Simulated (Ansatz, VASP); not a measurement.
**CdS in VASP and in Ansatz**

File INCAR:

```
SYSTEM = CdS
ALGO = Normal ; EDIFF = 1E-6
ENCUT = 520 ; GGA = PE
ISIF = 2 ; ISMEAR = 0
LASPH = .True. ; LCHARG = .False.
LREAL = .False. ; LWAVE = .False.
NBANDS = 16 ; NELM = 80
PREC = Accurate ; SIGMA = 0.01
```

The input KPOINTS:

```
k-points
0
Gamma
  4 4 4
  0 0 0
```

Contents of POSCAR:

```
CdS
1.0
    0.0000000000      2.9165000000      2.9165000000
    2.9165000000      0.0000000000      2.9165000000
    2.9165000000      2.9165000000      0.0000000000
Cd S
1 1
Direct
    0.0098400000      0.9944900000      0.9972900000
    0.2343669861      0.2597230139      0.2570669861
```

Input for Ansatz:

```yaml
crystal:
  lattice:
    - [0.0, 2.9165, 2.9165]
    - [2.9165, 0.0, 2.9165]
    - [2.9165, 2.9165, 0.0]
  atoms:
    - { symbol: Cd, position: [0.00984, 0.99449, 0.99729] }
    - { symbol: S, position: [0.2343669861134922, 0.2597230138865078, 0.25706698611349216] }
basis:
  ecutwfc: 540.0
  xc_grid: 2
kpoints:
  mp_grid:
    grid: [4, 4, 4]
hamiltonian:
  xc: pbe
scf:
  convergence:
    dr2_threshold: 1.0e-09
  occupations:
    method: fixed
output:
  forces: true
  stress: true
```

Alike in both runs: task single point; functional PBE; k mesh 4 × 4 × 4; no spin polarisation.

```csv
,VASP,Ansatz
version,VASP 6.6.1,Ansatz 0.2.0
potentials or method,"VASP PAW PBE potentials, release 64 (Cd, S), cutoff 520 eV","plane waves, PAW"
occupations,"gaussian, width 0.01 eV",fixed
valence electrons in the cell,18,26
```

|  | VASP | Ansatz | Ansatz less VASP |
| --- | --- | --- | --- |
| pressure (GPa) | 3.6 | 3.2 | -0.37 |
| traceless stress, the component that is largest in VASP (GPa) | -1.62 | -1.56 | +0.061 |
| rms of the force components (eV/Å) | 0.242 | 0.236 | -0.0064 |

Atom by atom the forces differ by 0.006 eV/Å (rms over components). VASP's potentials hold 18 valence electrons a cell and Ansatz's 26, so a difference there can come from the potentials and not from the codes. Ansatz's warnings: stress scf threshold loose.

The k mesh is coarse, so the values compare programs but aren't converged.
